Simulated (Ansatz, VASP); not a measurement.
**Ta3Ag: VASP beside Ansatz**

```
CELL_PARAMETERS angstrom
5.86506 0.00000 0.00000
-2.93253 5.07929 0.00000
0.00000 0.00000 4.86359
ATOMIC_POSITIONS crystal
Ta 0.83591 0.67183 0.25000
Ta 0.16409 0.83591 0.75000
Ta 0.32817 0.16409 0.25000
Ta 0.16409 0.32817 0.75000
Ta 0.83591 0.16409 0.25000
Ta 0.67183 0.83591 0.75000
Ag 0.33333 0.66667 0.25000
Ag 0.66667 0.33333 0.75000
```

Alike in both runs: functional PBE; k mesh 6 × 6 × 8; occupations gaussian, width 0.1 eV; no spin polarisation.

Ansatz relaxed the structure, and its values are those at the end. VASP's run is a single point on that final structure, the one shown.

|  | VASP | Ansatz |
| --- | --- | --- |
| version | VASP 6.6.1 | Ansatz 0.2.0 |
| potentials or method | VASP PAW PBE potentials, release 64 (Ta_pv, Ag), cutoff 520 eV | scalar-relativistic, plane waves, PAW |
| valence electrons in the cell | 88 | 116 |

|  | VASP | Ansatz | Ansatz less VASP |
| --- | --- | --- | --- |
| gap on the k mesh at the Fermi level (eV) | none | none | - |
| pressure (GPa) | 0.0 | 0.0 | +0.01 |

A gap of «none» marks a metal or a gap that the smearing closes. VASP's potentials hold 88 valence electrons a cell and Ansatz's 116, so a difference there can come from the potentials and not from the codes.

Neither program's run includes spin-orbit coupling.
